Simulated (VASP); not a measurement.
# Nb2Te6Mo (P-31m) in VASP: a series of runs

Runs on Nb2Te6Mo. Level: PBE. Tasks: single point.

Program: VASP 6.6.1. These are calculated values, not measurements. Logs are shortened: lines on timing, memory, paths and dates and some standing lists are left out, and cuts for length are marked.

## Step 1: The cell of the first run

It takes space group P-31m (No. 162, trigonal). The conventional cell has a = 6.450 Å, b = 6.450 Å, c = 7.155 Å, α = 90.00°, β = 90.00°, γ = 120.00°. Nb (site symmetry 32) has 6 Te at 2.82 Å and 3 Nb at 3.72 Å and 3 Mo at 3.72 Å within 3.8 Å. Within 3.8 Å of Te (site symmetry m) lie 2 Nb at 2.82 Å and 1 Mo at 2.82 Å and 6 Te at 3.72 Å. Within 3.8 Å of Mo (site symmetry -3m) lie 6 Te at 2.82 Å and 6 Nb at 3.72 Å.

## Step 2: Single point, PBE

File INCAR:

```
PREC = Accurate
ENCUT = 520
EDIFF = 1E-7
ISMEAR = 0
SIGMA = 0.1
LREAL = False
LASPH = True
NELM = 100
ALGO = Normal
ISIF = 2
LWAVE = False
LCHARG = True
GGA = PE
LELF = True
LVHAR = True
NBANDS = 48
```

File KPOINTS:

```
Automatic mesh
0
Gamma
  3 3 4
```

File POSCAR:

```
Nb2Te6Mo
1.0
    6.4497544800      0.0000000000      0.0000000000
   -3.2248772400      5.5856512200      0.0000000000
    0.0000000000      0.0000000000      7.1546134300
Nb Te Mo
2 6 1
Direct
    0.3333333300      0.6666666700      0.0000000000
    0.6666666700      0.3333333300      0.0000000000
    0.6666666700      0.0000000000      0.7456322300
    0.3333333300      0.3333333300      0.7456322300
    0.0000000000      0.6666666700      0.7456322300
    0.3333333300      0.0000000000      0.2543677700
    0.0000000000      0.3333333300      0.2543677700
    0.6666666700      0.6666666700      0.2543677700
    0.0000000000      0.0000000000      0.0000000000
```

Potentials or basis: VASP PAW PBE potentials, release 64 (Nb_sv, Te, Mo_sv).

Command:

```console
> cat potpaw_PBE.64/Nb_sv/POTCAR potpaw_PBE.64/Te/POTCAR potpaw_PBE.64/Mo_sv/POTCAR > POTCAR
> mpirun -np 1 vasp_std > vasp.out
```

OUTCAR:

```text
PREC = Accurate
   ENCUT = 520
   EDIFF = 1E-7
   ISMEAR = 0
   LREAL = False
   LASPH = True
   NELM = 100
   ISIF = 2
   GGA = PE

 ion  position               nearest neighbor table
   1  0.333  0.667  0.000-   6 2.82   5 2.82   7 2.82   3 2.82   4 2.82   8 2.82
   2  0.667  0.333  0.000-   3 2.82   7 2.82   5 2.82   6 2.82   8 2.82   4 2.82
   3  0.667  0.000  0.746-   2 2.82   9 2.82   1 2.82
   4  0.333  0.333  0.746-   9 2.82   1 2.82   2 2.82
   5  0.000  0.667  0.746-   9 2.82   1 2.82   2 2.82
   6  0.333  0.000  0.254-   1 2.82   9 2.82   2 2.82
   7  0.000  0.333  0.254-   9 2.82   2 2.82   1 2.82
   8  0.667  0.667  0.254-   9 2.82   2 2.82   1 2.82
   9  0.000  0.000  0.000-   4 2.82   5 2.82   7 2.82   8 2.82   3 2.82   6 2.82

  LATTYP: Found a hexagonal cell.
 ALAT       =     6.4497544800
 C/A-ratio  =     1.1092846173

  Lattice vectors:

 A1 = (   6.4497544800,   0.0000000000,   0.0000000000)
 A2 = (  -3.2248772400,   5.5856512200,   0.0000000000)
 A3 = (   0.0000000000,   0.0000000000,   7.1546134300)

Analysis of symmetry for initial positions (statically):
=====================================================================
 Subroutine PRICEL returns:
 Original cell was already a primitive cell.

 Routine SETGRP: Setting up the symmetry group for a
 hexagonal supercell.

 Subroutine GETGRP returns: Found 12 space group operations
 (whereof 12 operations were pure point group operations)
 out of a pool of 24 trial point group operations.

The static configuration has the point symmetry D_3d.

Analysis of symmetry for dynamics (positions and initial velocities):
=====================================================================
 Subroutine PRICEL returns:
 Original cell was already a primitive cell.

 Routine SETGRP: Setting up the symmetry group for a
 hexagonal supercell.

 Subroutine GETGRP returns: Found 12 space group operations
 (whereof 12 operations were pure point group operations)
 out of a pool of 24 trial point group operations.

The dynamic configuration has the point symmetry D_3d.

 Subroutine INISYM returns: Found 12 space group operations
 (whereof 12 operations are pure point group operations),
 and found     1 'primitive' translations

----------------------------------------------------------------------------------------

                                     Primitive cell

  volume of cell :     257.7527

  direct lattice vectors                    reciprocal lattice vectors
     6.449754480  0.000000000  0.000000000     0.155044661  0.089515077  0.000000000
    -3.224877240  5.585651220  0.000000000     0.000000000  0.179030154  0.000000000
     0.000000000  0.000000000  7.154613430     0.000000000  0.000000000  0.139769955

  length of vectors
     6.449754480  6.449754473  7.154613430     0.179030154  0.179030154  0.139769955

  position of ions in fractional coordinates (direct lattice)
     0.333333330  0.666666670  0.000000000
     0.666666670  0.333333330  0.000000000
     0.666666670  0.000000000  0.745632230
     0.333333330  0.333333330  0.745632230
     0.000000000  0.666666670  0.745632230
     0.333333330  0.000000000  0.254367770
     0.000000000  0.333333330  0.254367770
     0.666666670  0.666666670  0.254367770
     0.000000000  0.000000000  0.000000000

  ion indices of the primitive-cell ions
   primitive index   ion index
                 1           1
                 2           2
                 3           3
                 4           4
                 5           5
                 6           6
                 7           7
                 8           8
                 9           9

----------------------------------------------------------------------------------------

 KPOINTS: Automatic mesh

Automatic generation of k-mesh.
 Grid dimensions read from file:
 generate k-points for:    3    3    4

 Generating k-lattice:

  Cartesian coordinates                     Fractional coordinates (reciprocal lattice)
     0.051681554  0.029838359  0.000000000     0.333333333  0.000000000  0.000000000
     0.000000000  0.059676718  0.000000000     0.000000000  0.333333333  0.000000000
     0.000000000  0.000000000  0.034942489     0.000000000  0.000000000  0.250000000

  Length of vectors
     0.059676718  0.059676718  0.034942489

  Shift w.r.t. Gamma in fractional coordinates (k-lattice)
     0.000000000  0.000000000  0.000000000

 Subroutine IBZKPT returns following result:
 ===========================================

 Found     10 irreducible k-points:

 Following reciprocal coordinates:
            Coordinates               Weight
  0.000000  0.000000  0.000000      1.000000
  0.333333 -0.000000  0.000000      6.000000
  0.333333  0.333333  0.000000      2.000000
  0.000000  0.000000  0.250000      2.000000
  0.333333 -0.000000  0.250000     12.000000
  0.333333  0.333333  0.250000      2.000000
 -0.333333 -0.333333  0.250000      2.000000
  0.000000  0.000000  0.500000      1.000000
  0.333333 -0.000000  0.500000      6.000000
  0.333333  0.333333  0.500000      2.000000
   k-points           NKPTS =     10   k-points in BZ     NKDIM =     10   number of bands    NBANDS=     48
   number of dos      NEDOS =    301   number of ions     NIONS =      9
   total plane-waves  NPLWV = 124416
   dimension x,y,z NGX =    48 NGY =   48 NGZ =   54
   dimension x,y,z NGXF=    96 NGYF=   96 NGZF=  108
   ions per type =               2   6   1
   NGX,Y,Z   is equivalent  to a cutoff of  12.37, 12.37, 12.55 a.u.
   NGXF,Y,Z  is equivalent  to a cutoff of  24.74, 24.74, 25.10 a.u.
 SYSTEM =  unknown system
   PREC   = accura    normal or accurate (medium, high low for compatibility)
   ISTART =      0    job   : 0-new  1-cont  2-samecut
   ICHARG =      2    charge: 1-file 2-atom 10-const
   ISPIN  =      1    spin polarized calculation?
   LNONCOLLINEAR =      F non collinear calculations
   LSORBIT =      F    spin-orbit coupling
   LASPH  =      T    aspherical Exc in radial PAW
   ENCUT  =  520.0 eV  38.22 Ry    6.18 a.u.  11.99 11.99 13.30*2*pi/ulx,y,z
   NELM   =    100;   NELMIN=  2; NELMDL= -5     # of ELM steps
   EDIFF  = 0.1E-06   stopping-criterion for ELM
   LREAL  =      F    real-space projection
   EDIFFG = 0.1E-05   stopping-criterion for IOM
   NSW    =      0    number of steps for IOM
   IBRION =     -1    ionic relax: 0-MD 1-quasi-New 2-CG
   NFREE  =      0    steps in history (QN), initial steepest desc. (CG)
   ISIF   =      2    stress and relaxation
   ISYM   =      2    0-nonsym 1-usesym 2-fastsym
   POTIM  = 0.5000    time-step for ionic-motion
   TEBEG  =    0.0;   TEEND  =   0.0 temperature during run
   PSTRESS=    0.0 pullay stress
   NELECT =      76.0000    total number of electrons
   NUPDOWN=      -1.0000    fix difference up-down
   EMIN   =  10.00;   EMAX   =-10.00  energy-range for DOS
   EFERMI =   0.00;   METHOD = LEGACY
   ISMEAR =     0;   SIGMA  =   0.10  broadening in eV -4-tet -1-fermi 0-gaus
   EFERMI_NEDOS =   21; number of points for ismear=-14 and -15
   IALGO  =     38    algorithm
   IMIX   =      4    mixing-type and parameters
     AMIX     =   0.40;   BMIX     =  1.00
     AMIX_MAG =   1.60;   BMIX_MAG =  1.00
  volume/ion in A,a.u.               =      28.64       193.27
  Fermi-wavevector in a.u.,A,eV,Ry     =   1.089628  2.059099 16.154054  1.187289
  Thomas-Fermi vector in A             =   2.225835
   LORBIT       =      0    0 simple, 1 ext, 2 COOP (PROOUT), +10 PAW based schemes
   GGA     = PE    functional components
   LHFCALC =     F    Hartree Fock is set to
   AEXX    =    0.0000 exact exchange contribution
   IVDW    =     0    specifies the selected vdW correction
   LEPSILON=     F    determine dielectric tensor
   LRPA    =     F    only Hartree local field effects (RPA)
 non-spin polarized calculation
 Gauss-broadening in eV      SIGMA  =   0.10
  energy-cutoff  :      520.00
  volume of cell :      257.75
 maximum number of plane-waves:      6972
   NGX = 23   NGY = 23   NGZ = 27

 number of electron      76.0000001 magnetization

 Free energy of the ion-electron system (eV)
  ---------------------------------------------------
  ext. energy  EPLUGINS =         0.00000000
  ---------------------------------------------------
  free energy    TOTEN  =       -53.05457623 eV

  energy without entropy =      -53.03884991  energy(sigma->0) =      -53.04671307

 E-fermi :   6.9420     XC(G=0):  -9.7731

 val. band max:        6.8617533274   @ k =   0.3333  -0.0000   0.0000
 cond. band min:       6.9765960634   @ k =   0.0000   0.0000   0.2500
 fundamental gap:      0.1148427360
 Fermi energy:         6.9420461837

 k-point     1 :       0.0000    0.0000    0.0000
  band No.  band energies     occupation
      1     -54.1583      2.00000
      2     -48.5950      2.00000
      3     -48.5891      2.00000
      4     -28.2987      2.00000
      5     -28.2987      2.00000
      6     -28.1248      2.00000
[... 40 lines left out ...]
     47       9.0243      0.00000
     48       9.4326      0.00000

 k-point     2 :       0.3333   -0.0000    0.0000
  band No.  band energies     occupation
      1     -54.1583      2.00000
      2     -48.5937      2.00000
      3     -48.5903      2.00000
      4     -28.2988      2.00000
      5     -28.2986      2.00000
      6     -28.1247      2.00000
[... 40 lines left out ...]
     47       9.5652      0.00000
     48       9.5769      0.00000

 k-point     3 :       0.3333    0.3333    0.0000
  band No.  band energies     occupation
      1     -54.1583      2.00000
      2     -48.5920      2.00000
      3     -48.5920      2.00000
      4     -28.2987      2.00000
      5     -28.2987      2.00000
      6     -28.1247      2.00000
[... 40 lines left out ...]
     47       9.8804      0.00000
     48      10.3029      0.00000

 k-point     4 :       0.0000    0.0000    0.2500
  band No.  band energies     occupation
      1     -54.1583      2.00000
      2     -48.5950      2.00000
      3     -48.5891      2.00000
      4     -28.2987      2.00000
      5     -28.2987      2.00000
      6     -28.1248      2.00000
[... 40 lines left out ...]
     47       9.4744      0.00000
     48       9.8646      0.00000

 k-point     5 :       0.3333   -0.0000    0.2500
  band No.  band energies     occupation
      1     -54.1583      2.00000
      2     -48.5937      2.00000
      3     -48.5903      2.00000
      4     -28.2988      2.00000
      5     -28.2986      2.00000
      6     -28.1247      2.00000
[... 40 lines left out ...]
     47       9.3987      0.00000
     48       9.6612      0.00000

 k-point     6 :       0.3333    0.3333    0.2500
  band No.  band energies     occupation
      1     -54.1583      2.00000
      2     -48.5920      2.00000
      3     -48.5920      2.00000
      4     -28.2987      2.00000
      5     -28.2987      2.00000
      6     -28.1247      2.00000
[... 40 lines left out ...]
     47       9.9448      0.00000
     48      10.3582      0.00000

 k-point     7 :      -0.3333   -0.3333    0.2500
  band No.  band energies     occupation
      1     -54.1583      2.00000
      2     -48.5920      2.00000
      3     -48.5920      2.00000
      4     -28.2987      2.00000
      5     -28.2987      2.00000
      6     -28.1247      2.00000
[... 40 lines left out ...]
     47       9.2181      0.00000
     48       9.5264      0.00000

 k-point     8 :       0.0000    0.0000    0.5000
  band No.  band energies     occupation
      1     -54.1583      2.00000
      2     -48.5950      2.00000
      3     -48.5891      2.00000
      4     -28.2987      2.00000
      5     -28.2987      2.00000
      6     -28.1248      2.00000
[... 40 lines left out ...]
     47       9.8557      0.00000
     48      10.3249      0.00000

 k-point     9 :       0.3333   -0.0000    0.5000
  band No.  band energies     occupation
      1     -54.1583      2.00000
      2     -48.5937      2.00000
      3     -48.5903      2.00000
      4     -28.2988      2.00000
      5     -28.2986      2.00000
      6     -28.1247      2.00000
[... 40 lines left out ...]
     47       9.1626      0.00000
     48       9.6212      0.00000

 k-point    10 :       0.3333    0.3333    0.5000
  band No.  band energies     occupation
      1     -54.1583      2.00000
      2     -48.5920      2.00000
      3     -48.5920      2.00000
      4     -28.2987      2.00000
      5     -28.2987      2.00000
      6     -28.1247      2.00000
[... 40 lines left out ...]
     47       9.4356      0.00000
     48       9.7251      0.00000

------------------------ aborting loop because EDIFF is reached ----------------------------------------

  FORCE on cell =-STRESS in cart. coord.  units (eV):
  Direction    XX          YY          ZZ          XY          YZ          ZX
  --------------------------------------------------------------------------------------
  -------------------------------------------------------------------------------------
  Total       -5.0332768     -5.0332768     -1.1551359      0.0000000      0.0000000      0.0000000
  in kB      -31.2865898    -31.2865897     -7.1802655      0.0000000      0.0000000      0.0000000
  external PRESSURE =     -23.2511483 kB  Pullay stress =       0.0000000 kB

 VOLUME and BASIS-vectors are now :
 -----------------------------------------------------------------------------
  energy-cutoff  :      520.00
  volume of cell :      257.75
      direct lattice vectors                 reciprocal lattice vectors
     6.449754480  0.000000000  0.000000000     0.155044661  0.089515077  0.000000000
    -3.224877240  5.585651220  0.000000000     0.000000000  0.179030154  0.000000000
     0.000000000  0.000000000  7.154613430     0.000000000  0.000000000  0.139769955

 POSITION                                       TOTAL-FORCE (eV/Angst)
 -----------------------------------------------------------------------------------
     -0.00000      3.72377      0.00000         0.000000      0.000000      0.000000
      3.22488      1.86188      0.00000         0.000000      0.000000      0.000000
      4.29984      0.00000      5.33471         0.223112      0.000000      0.187654
      1.07496      1.86188      5.33471        -0.111556     -0.193221      0.187654
     -2.14992      3.72377      5.33471        -0.111556      0.193221      0.187654
      2.14992      0.00000      1.81990        -0.223112      0.000000     -0.187654
     -1.07496      1.86188      1.81990         0.111556     -0.193221     -0.187654
      2.14992      3.72377      1.81990         0.111556      0.193221     -0.187654
      0.00000      0.00000      0.00000        -0.000000      0.000000      0.000000
 -----------------------------------------------------------------------------------
    total drift:                               -0.000000      0.000000     -0.000000

  FREE ENERGIE OF THE ION-ELECTRON SYSTEM (eV)
  ---------------------------------------------------
  free  energy   TOTEN  =       -53.0545762336 eV

  energy  without entropy=      -53.0388499054  energy(sigma->0) =      -53.04671307
```

Run time: 1.9 min. Hardware: 1 thread of AMD EPYC 9R45 (Zen 5), shared host; peak memory 0.37 GiB.

What came out:

| Property | Result |
| --- | --- |
| Free energy | -53.0546 eV |
| Pressure | -2.3 GPa |
| Largest force | 0.292 eV/Å |
| Band gap on the k mesh | zero (bands 38 and 39 overlap by 1.50 eV) |

Forces in eV/Å, atoms in the order of the input:
```
Nb   0.000  0.000  0.000
Nb   0.000  0.000  0.000
Te   0.223  0.000  0.188
Te  -0.112 -0.193  0.188
Te  -0.112  0.193  0.188
Te  -0.223  0.000 -0.188
Te   0.112 -0.193 -0.188
Te   0.112  0.193 -0.188
Mo   0.000  0.000  0.000
```

Levels at points of the mesh, in eV from the Fermi level:
```
           k point  band 34  band 35  band 36  band 37  band 38  band 39  band 40  band 41  band 42  band 43
(0.00, 0.00, 0.00)    -0.68    -0.59    -0.24    -0.24     0.69     0.94     0.94     0.97     0.97     1.07
(0.00, 0.00, 0.50)    -2.23    -0.26    -0.26     0.19     0.49     0.49     0.75     0.75     0.75     0.80
```

Caveat: the k points lie up to 0.37 Å⁻¹ apart, too coarse for converged energies and pressures of a metal; spin-orbit coupling is left out, which moves the levels of the heavy elements; this functional lacks dispersion, which binds the layers, so the pressure and a relaxed spacing across them are unreliable.

## Step 3: Single point, PBE

This run uses another cell than the first one, of 29.63 Å³/atom.

File INCAR:

```
SYSTEM = Nb2Te6Mo
ALGO = Normal
EDIFF = 1E-7
ENCUT = 520
GGA = PE
ISIF = 2
ISMEAR = 0
LASPH = .True.
LCHARG = .False.
LREAL = .False.
LWAVE = .False.
NBANDS = 48
NELM = 80
PREC = Accurate
SIGMA = 0.1
```

File KPOINTS:

```
k-points
0
Gamma
  6 6 6
  0 0 0
```

File POSCAR:

```
Nb2Te6Mo
1.0
    6.2677080782      0.0000000000      0.0000000000
   -3.1338540391      5.4279944192      0.0000000000
    0.0000000000      0.0000000000      7.8393756782
Nb Te Mo
2 6 1
Direct
    0.3333333333      0.6666666667      0.0000000000
    0.6666666667      0.3333333333      0.0000000000
    0.6709381745      0.0000000000      0.7639829276
    0.3290618255      0.3290618255      0.7639829276
    0.0000000000      0.6709381745      0.7639829276
    0.3290618255      0.0000000000      0.2360170724
    0.0000000000      0.3290618255      0.2360170724
    0.6709381745      0.6709381745      0.2360170724
    0.0000000000      0.0000000000      0.0000000000
```

Potentials or basis: VASP PAW PBE potentials, release 64 (Nb_sv, Te, Mo_sv).

Command:

```console
> cat potpaw_PBE.64/Nb_sv/POTCAR potpaw_PBE.64/Te/POTCAR potpaw_PBE.64/Mo_sv/POTCAR > POTCAR
> mpirun -np 1 vasp_std > vasp.out
```

Wall time 6.6 min (1 thread of AMD EPYC 9R45 (Zen 5), shared host); peak memory 0.58 GiB.

It converged, with:

| Property | Result |
| --- | --- |
| Free energy | -53.1726 eV |
| Pressure | 0.0 GPa |
| Largest force | 0.005 eV/Å |
| Band gap on the k mesh | zero (bands 38 and 39 overlap by 1.49 eV) |

Forces in eV/Å, atoms in the order of the input:
```
Nb   0.000  0.000  0.000
Nb   0.000  0.000  0.000
Te  -0.005  0.000  0.000
Te   0.003  0.005  0.000
Te   0.003 -0.005  0.000
Te   0.005  0.000  0.000
Te  -0.003  0.005  0.000
Te  -0.003 -0.005  0.000
Mo   0.000  0.000  0.000
```

Stress tensor (GPa, compression positive):
```
-0.08  0.00  0.00
 0.00 -0.08  0.00
 0.00  0.00  0.01
```

Levels at points of the mesh, in eV from the Fermi level:
```csv
k point,band 35,band 36,band 37,band 38,band 39,band 40,band 41,band 42
"(0.00, 0.00, 0.00)",-0.71,-0.12,-0.12,0.87,0.87,0.97,1.21,1.21
"(0.50, 0.00, 0.00)",-1.13,-1.06,-0.56,-0.36,-0.01,0.70,0.99,1.12
"(0.00, 0.00, 0.50)",-0.14,-0.14,-0.13,0.63,0.63,0.93,0.93,1.01
"(0.50, 0.00, 0.50)",-1.36,-1.26,-0.47,-0.11,0.27,0.47,0.75,1.41
```

Caveat: spin-orbit coupling is left out, which moves the levels of the heavy elements; this functional lacks dispersion, which binds the layers, so the pressure and a relaxed spacing across them are unreliable.
